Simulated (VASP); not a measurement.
Wanted: the native input for a VASP 6.6.1 run.

| Property | Result |
| --- | --- |
| Task | single point |
| Functional | LDA |
| Potentials or basis | VASP PAW LDA potentials, release 64 (Sn_d, O) |
| Cutoff | 520 eV |
| k mesh | 6 × 6 × 2 |
| Occupations | gaussian, width 0.01 eV |
| Spin | no spin polarisation |
| Dipole correction | no |
| Further INCAR settings | ALGO = Normal; EDIFF = 1e-06; NBANDS = 28 |

The structure of SnO lies in POSCAR:

```
SnO
1.0
    3.2981563320      0.0000000000      0.0000000000
   -1.6490781660      2.8562871691      0.0000000000
    0.0000000000      0.0000000000      9.2163701104
Sn O
2 2
Direct
    0.3333333333      0.6666666667     -0.0066374682
    0.6666666667      0.3333333333      0.4933625318
    0.3333333333      0.6666666667      0.3816374682
    0.6666666667      0.3333333333      0.8816374682
```

One way to write it, as run:

INCAR

```
SYSTEM = SnO
ALGO     = Normal         ! electronic algorithm
EDIFF    = 1E-6           ! SCF threshold, eV
ENCUT    = 520            ! plane-wave cutoff, eV
ISIF     = 2              ! what is computed and relaxed
ISMEAR   = 0              ! smearing method
LASPH    = .True.         ! aspherical terms in the spheres
LCHARG   = .False.        ! write CHGCAR
LREAL    = .False.        ! projectors in reciprocal space
LWAVE    = .False.        ! write WAVECAR
NBANDS   = 28             ! bands
NELM     = 60             ! most SCF steps
PREC     = Accurate       ! precision mode
SIGMA    = 0.01           ! smearing width, eV
```

KPOINTS

```
k-points
0
Gamma
  6 6 2
  0 0 0
```

Potentials or basis: VASP PAW LDA potentials, release 64 (Sn_d, O).

The run is started by

```bash
$ cat potpaw_LDA.64/Sn_d/POTCAR potpaw_LDA.64/O/POTCAR > POTCAR
$ mpirun -np 1 vasp_std > vasp.out
```

Results of the run:

The pressure is -1.8 GPa, the largest force is 0.006 eV/Å and the band gap on the k mesh is 1.31 eV, indirect (least direct gap 1.64 eV).

Caveat: spin-orbit coupling is left out, which moves the levels of the heavy elements.

Run time: 16 s on 1 thread of Intel(R) Xeon(R) 6975P-C (Granite Rapids), on a shared host, peak memory 0.19 GiB.
